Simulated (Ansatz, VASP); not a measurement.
**Two plane-wave programs on MgRe3**

```xyz
4
Lattice="0.0000 3.1118 3.1118 3.1118 0.0000 3.1118 3.1118 3.1118 0.0000" Properties=species:S:1:pos:R:3 pbc="T T T"
Mg    0.0000    0.0000    0.0000
Re    1.5559    1.5559    1.5559
Re    3.1118    3.1118    3.1118
Re    4.6676    4.6676    4.6676
```

Alike in both runs: functional PBE; k mesh 6 × 6 × 6; occupations fermi-dirac, width 0.05 eV; no spin polarisation.

Ansatz relaxed the structure, and its values are those at the end. VASP's run is a single point on that final structure, the one shown.

|  | VASP | Ansatz |
| --- | --- | --- |
| version | VASP 6.6.1 | Ansatz 0.2.0 |
| potentials or method | VASP PAW PBE potentials, release 64 (Mg, Re), cutoff 520 eV | plane waves, PAW |
| valence electrons in the cell | 23 | 55 |

```tsv
	VASP	Ansatz	Ansatz less VASP
pressure (GPa)	-0.6	0.0	+0.58
```

VASP's potentials hold 23 valence electrons a cell and Ansatz's 55, so a difference there can come from the potentials and not from the codes.

Neither program's run includes spin-orbit coupling.
